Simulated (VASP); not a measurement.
# Sr (Im-3m) in VASP: notebook, part 2 of 2

VASP 6.6.1. Earlier steps stand in the parts before.

## (3) Relaxation of cell and atoms, PBE

This run uses another cell than the first one, of 57.04 Å³/atom.

INCAR

```
  ALGO = Fast
  EDIFF = 1E-7
  EDIFFG = -0.005
  ENCUT = 600
  GGA = PE
  IBRION = 2
  ISIF = 3
  ISMEAR = 0
  LASPH = True
  LCHARG = False
  LREAL = False
  LWAVE = False
  NELM = 60
  NSW = 100
  PREC = Accurate
  SIGMA = 0.1
```

KPOINTS

```
k-points
0
Gamma
  12 12 12
```

POSCAR

```
Sr
1.0
   -2.4250000000      2.4250000000      2.4250000000
    2.4250000000     -2.4250000000      2.4250000000
    2.4250000000      2.4250000000     -2.4250000000
Sr
1
Direct
    0.0000000000      0.0000000000      0.0000000000
```

Potentials or basis: VASP PAW PBE potentials, release 64 (Sr_sv).

On the command line:

```
> cat potpaw_PBE.64/Sr_sv/POTCAR > POTCAR
> mpirun -np 1 vasp_std > vasp.out
```

OUTCAR:

```text
EDIFF = 1E-7
   EDIFFG = -0.005
   ENCUT = 600
   GGA = PE
   IBRION = 2
   ISIF = 3
   ISMEAR = 0
   LASPH = True
   LREAL = False
   NELM = 60
   NSW = 100
   PREC = Accurate

 ion  position               nearest neighbor table
   1  0.000  0.000  0.000-

  LATTYP: Found a body centered cubic cell.
 ALAT       =     4.8500000000

  Lattice vectors:

 A1 = (  -2.4250000000,   2.4250000000,   2.4250000000)
 A2 = (   2.4250000000,  -2.4250000000,   2.4250000000)
 A3 = (   2.4250000000,   2.4250000000,  -2.4250000000)

Analysis of symmetry for initial positions (statically):
=====================================================================
 Subroutine PRICEL returns:
 Original cell was already a primitive cell.

 Routine SETGRP: Setting up the symmetry group for a
 body centered cubic supercell.

 Subroutine GETGRP returns: Found 48 space group operations
 (whereof 48 operations were pure point group operations)
 out of a pool of 48 trial point group operations.

The static configuration has the point symmetry O_h .

Analysis of symmetry for dynamics (positions and initial velocities):
=====================================================================
 Subroutine PRICEL returns:
 Original cell was already a primitive cell.

 Routine SETGRP: Setting up the symmetry group for a
 body centered cubic supercell.

 Subroutine GETGRP returns: Found 48 space group operations
 (whereof 48 operations were pure point group operations)
 out of a pool of 48 trial point group operations.

The dynamic configuration has the point symmetry O_h .

 Subroutine INISYM returns: Found 48 space group operations
 (whereof 48 operations are pure point group operations),
 and found     1 'primitive' translations

----------------------------------------------------------------------------------------

                                     Primitive cell

  volume of cell :      57.0421

  direct lattice vectors                    reciprocal lattice vectors
    -2.425000000  2.425000000  2.425000000     0.000000000  0.206185567  0.206185567
     2.425000000 -2.425000000  2.425000000     0.206185567  0.000000000  0.206185567
     2.425000000  2.425000000 -2.425000000     0.206185567  0.206185567  0.000000000

  length of vectors
     4.200223208  4.200223208  4.200223208     0.291590425  0.291590425  0.291590425

  position of ions in fractional coordinates (direct lattice)
     0.000000000  0.000000000  0.000000000

  ion indices of the primitive-cell ions
   primitive index   ion index
                 1           1

----------------------------------------------------------------------------------------

 KPOINTS: k-points

Automatic generation of k-mesh.
 Grid dimensions read from file:
 generate k-points for:   12   12   12

 Generating k-lattice:

  Cartesian coordinates                     Fractional coordinates (reciprocal lattice)
     0.000000000  0.017182131  0.017182131     0.083333333  0.000000000  0.000000000
     0.017182131  0.000000000  0.017182131     0.000000000  0.083333333  0.000000000
     0.017182131  0.017182131  0.000000000     0.000000000  0.000000000  0.083333333

  Length of vectors
[... 38 lines left out ...]
   number of dos      NEDOS =    301   number of ions     NIONS =      1
   total plane-waves  NPLWV =  46656
   dimension x,y,z NGX =    36 NGY =   36 NGZ =   36
   dimension x,y,z NGXF=    72 NGYF=   72 NGZF=   72
   ions per type =               1
   NGX,Y,Z   is equivalent  to a cutoff of  14.25, 14.25, 14.25 a.u.
   NGXF,Y,Z  is equivalent  to a cutoff of  28.50, 28.50, 28.50 a.u.
 SYSTEM =  unknown system
   PREC   = accura    normal or accurate (medium, high low for compatibility)
   ISTART =      0    job   : 0-new  1-cont  2-samecut
   ICHARG =      2    charge: 1-file 2-atom 10-const
   ISPIN  =      1    spin polarized calculation?
   LNONCOLLINEAR =      F non collinear calculations
   LSORBIT =      F    spin-orbit coupling
   LASPH  =      T    aspherical Exc in radial PAW
   ENCUT  =  600.0 eV  44.10 Ry    6.64 a.u.   8.39  8.39  8.39*2*pi/ulx,y,z
   NELM   =     60;   NELMIN=  2; NELMDL= -5     # of ELM steps
   EDIFF  = 0.1E-06   stopping-criterion for ELM
   LREAL  =      F    real-space projection
   EDIFFG = -.5E-02   stopping-criterion for IOM
   NSW    =    100    number of steps for IOM
   IBRION =      2    ionic relax: 0-MD 1-quasi-New 2-CG
   NFREE  =      1    steps in history (QN), initial steepest desc. (CG)
   ISIF   =      3    stress and relaxation
   ISYM   =      2    0-nonsym 1-usesym 2-fastsym
   POTIM  = 0.5000    time-step for ionic-motion
   TEBEG  =    0.0;   TEEND  =   0.0 temperature during run
   PSTRESS=    0.0 pullay stress
   NELECT =      10.0000    total number of electrons
   NUPDOWN=      -1.0000    fix difference up-down
   EMIN   =  10.00;   EMAX   =-10.00  energy-range for DOS
   EFERMI =   0.00;   METHOD = LEGACY
   ISMEAR =     0;   SIGMA  =   0.10  broadening in eV -4-tet -1-fermi 0-gaus
   EFERMI_NEDOS =   21; number of points for ismear=-14 and -15
   IALGO  =     68    algorithm
   IMIX   =      4    mixing-type and parameters
     AMIX     =   0.40;   BMIX     =  1.00
     AMIX_MAG =   1.60;   BMIX_MAG =  1.00
  volume/ion in A,a.u.               =      57.04       384.94
  Fermi-wavevector in a.u.,A,eV,Ry     =   0.916241  1.731445 11.422060  0.839498
  Thomas-Fermi vector in A             =   2.041074
   LORBIT       =      0    0 simple, 1 ext, 2 COOP (PROOUT), +10 PAW based schemes
   GGA     = PE    functional components
   LHFCALC =     F    Hartree Fock is set to
   AEXX    =    0.0000 exact exchange contribution
   IVDW    =     0    specifies the selected vdW correction
   LEPSILON=     F    determine dielectric tensor
   LRPA    =     F    only Hartree local field effects (RPA)
 conjugate gradient relaxation of ions
 non-spin polarized calculation
 RMM-DIIS sequential band-by-band and
 Gauss-broadening in eV      SIGMA  =   0.10
  energy-cutoff  :      600.00
  volume of cell :       57.04
 maximum number of plane-waves:      1926
 NGX is ok and might be reduce to    36
   NGX = 17   NGY = 17   NGZ = 17

--------------------------------------- Ionic step        1  -------------------------------------------

 number of electron      10.0000000 magnetization

 Free energy of the ion-electron system (eV)
  ---------------------------------------------------
  ext. energy  EPLUGINS =         0.00000000
  ---------------------------------------------------
  free energy    TOTEN  =        -1.62769727 eV

  energy without entropy =       -1.62071085  energy(sigma->0) =       -1.62420406

------------------------ aborting loop because EDIFF is reached ----------------------------------------

  FORCE on cell =-STRESS in cart. coord.  units (eV):
  Direction    XX          YY          ZZ          XY          YZ          ZX
  --------------------------------------------------------------------------------------
  -------------------------------------------------------------------------------------
  Total       -0.2150061     -0.2150061     -0.2150061     -0.0000000     -0.0000000     -0.0000000
  in kB       -6.0390149     -6.0390149     -6.0390149     -0.0000000     -0.0000000     -0.0000000
  external PRESSURE =      -6.0390149 kB  Pullay stress =       0.0000000 kB
[... 57 lines left out ...]
--------------------------------------- Ionic step        3  -------------------------------------------

 number of electron      10.0000000 magnetization

 Free energy of the ion-electron system (eV)
  ---------------------------------------------------
  ext. energy  EPLUGINS =         0.00000000
  ---------------------------------------------------
  free energy    TOTEN  =        -1.63399218 eV

  energy without entropy =       -1.62788882  energy(sigma->0) =       -1.63094050

 E-fermi :   1.6648     XC(G=0):  -7.4077

 val. band max:        1.6583509481   @ k =  -0.4167   0.5000   0.3333
 cond. band min:       1.6714664125   @ k =   0.5000   0.5000   0.2500
 fundamental gap:      0.0131154644
 Fermi energy:         1.6647907870

 k-point     1 :       0.0000    0.0000    0.0000
  band No.  band energies     occupation
      1     -34.9204      2.00000
      2     -16.8030      2.00000
      3     -16.8030      2.00000
      4     -16.8030      2.00000
      5      -2.0163      2.00000
      6       4.0547      0.00000
      7       4.0547      0.00000
      8       4.0547      0.00000
      9       5.3973      0.00000
[... 265 lines left out ...]
 k-point    24 :       0.4167    0.0833    0.0833
  band No.  band energies     occupation
      1     -34.9034      2.00000
      2     -17.0006      2.00000
      3     -16.8821      2.00000
      4     -16.8170      2.00000
      5       0.8907      2.00000
      6       1.8873      0.00165
      7       2.6733      0.00000
      8       5.3267      0.00000
      9       5.9246      0.00000

 [... further k-points ...]
[... 5 lines left out ...]
  --------------------------------------------------------------------------------------
  -------------------------------------------------------------------------------------
  Total       -0.0044941     -0.0044941     -0.0044941     -0.0000000     -0.0000000      0.0000000
  in kB       -0.1335552     -0.1335552     -0.1335552     -0.0000000     -0.0000000      0.0000000
  external PRESSURE =      -0.1335552 kB  Pullay stress =       0.0000000 kB
[... 16 lines left out ...]
  FREE ENERGIE OF THE ION-ELECTRON SYSTEM (eV)
  ---------------------------------------------------
  free  energy   TOTEN  =        -1.6339921832 eV

  energy  without entropy=       -1.6278888217  energy(sigma->0) =       -1.63094050

 reached required accuracy - stopping structural energy minimisation
```

OSZICAR:

```text
N       E                     dE             d eps       ncg     rms          rms(c)
DAV:   1     0.429191017796E+02    0.42919E+02   -0.51352E+03  1296   0.106E+03
DAV:   2     0.272500177935E+00   -0.42647E+02   -0.42101E+02  1389   0.176E+02
DAV:   3    -0.154365654592E+01   -0.18162E+01   -0.18067E+01  1993   0.308E+01
[... 47 lines left out ...]
RMM:  12    -0.163399130721E+01    0.58733E-06   -0.92075E-06  1593   0.187E-02    0.151E-02
RMM:  13    -0.163399145411E+01   -0.14689E-06   -0.48220E-06  1507   0.110E-02    0.347E-03
RMM:  14    -0.163399190229E+01   -0.44819E-06   -0.26513E-06  1243   0.650E-03    0.252E-03
RMM:  15    -0.163399205800E+01   -0.15571E-06   -0.15682E-06  1067   0.463E-03    0.665E-04
RMM:  16    -0.163399210181E+01   -0.43809E-07   -0.10467E-06  1081   0.373E-03    0.127E-04
RMM:  17    -0.163399218324E+01   -0.81424E-07   -0.63933E-07   933   0.276E-03
   3 F= -.16339922E+01 E0= -.16309405E+01  d E =-.629491E-02
```

CONTCAR:

```text
Sr
   1.00000000000000
    -2.3798151463035024    2.3798151463035024    2.3798151463035024
     2.3798151463035024   -2.3798151463035024    2.3798151463035024
     2.3798151463035024    2.3798151463035024   -2.3798151463035024
  Sr
     1
Direct
     0.0000000000000000    0.0000000000000000    0.0000000000000000

  0.00000000E+00  0.00000000E+00  0.00000000E+00
```

It took 2 min on 1 thread of Intel Xeon Platinum 8488C (Sapphire Rapids), shared host; peak memory 0.24 GiB.

Results:

* Free energy: -1.6340 eV
* Relaxed volume: 53.91 Å³/atom
* Relaxed cell: a = 4.122 Å, b = 4.122 Å, c = 4.122 Å, α = 109.47°, β = 109.47°, γ = 109.47°
* Space group after relaxing (to 0.1 Å): Im-3m (No. 229)
* Energy gained by relaxing: 6.3 meV/atom
* Ionic steps: 3
* Pressure after relaxing: 0.0 GPa
* Band gap on the k mesh: zero (bands 5 and 6 overlap by 0.51 eV)

Step by step:
| step | energy change (eV) | largest force (eV/Å) | pressure (GPa) | volume (Å³) |
| --- | --- | --- | --- | --- |
| 1 | 0.0000 | 0.0000 | -0.60 | 57.04 |
| 2 | -0.0050 | 0.0000 | -0.29 | 55.29 |
| 3 | -0.0063 | 0.0000 | -0.01 | 53.91 |

Final structure:
```
Sr
1.0
    -2.37982    2.37982    2.37982
     2.37982   -2.37982    2.37982
     2.37982    2.37982   -2.37982
Sr
1
Direct
  0.00000 0.00000 0.00000
```

## (4) Single point, PBE

This run uses another cell than the first one, of 57.04 Å³/atom.

INCAR

```
PREC = Accurate
ENCUT = 520
EDIFF = 1E-7
ISMEAR = 0
SIGMA = 0.1
LREAL = False
LASPH = True
NELM = 100
ALGO = Normal
ISIF = 2
LWAVE = False
LCHARG = False
GGA = PE
NBANDS = 11
```

KPOINTS

```
Automatic mesh
0
Gamma
  10 10 10
```

POSCAR: that of step 3 with these lines changed.

```diff
@@ -8,2 +8,2 @@
 Direct
-    0.0000000000      0.0000000000      0.0000000000
+    0.0000000000      0.0309278351      0.0309278351
```

On the command line:

```
> cat potpaw_PBE.64/Sr_sv/POTCAR > POTCAR
> mpirun -np 1 vasp_std > vasp.out
```

It took 35 s on 1 thread of Intel Xeon 8259CL, shared host; peak memory 0.18 GiB.

The run converged. Its results:

| Property | Result |
| --- | --- |
| Free energy | -1.6298 eV |
| Pressure | -0.6 GPa |
| Band gap on the k mesh | zero (bands 5 and 6 overlap by 0.33 eV) |

Levels at points of the mesh, in eV from the Fermi level:
```csv
k point,band 2,band 3,band 4,band 5,band 6,band 7,band 8,band 9
"(0.00, 0.00, 0.00)",-18.61,-18.61,-18.61,-3.61,2.30,2.30,2.30,3.58
"(0.50, 0.00, 0.00)",-18.78,-18.67,-18.61,-1.01,0.15,1.19,3.38,4.04
"(0.50, 0.50, 0.50)",-18.74,-18.74,-18.74,-0.12,-0.12,3.45,3.45,3.45
```

## (5) The runs side by side

| task | cell | k mesh | cutoff (eV) | smearing | gap on the mesh (eV) | pressure (GPa) |
| --- | --- | --- | --- | --- | --- | --- |
| single point | a = 4.114 Å, angles 109.5°, 1 atom | 18 × 18 × 18 | 520 | gaussian 0.15 eV | none | 0.1 |
| relaxation of cell and atoms | relaxed from a = 4.200 Å, angles 109.5°, 1 atom | 12 × 12 × 12 | 600 | gaussian 0.1 eV | none | 0.0 |
| single point | a = 4.200 Å, angles 109.5°, 1 atom | 10 × 10 × 10 | 520 | gaussian 0.1 eV | none | -0.6 |

Alike in all rows: level PBE; potentials or basis VASP PAW PBE potentials, release 64 (Sr_sv); no spin polarisation.

Absolute energies hang on the potentials; compare differences alone.
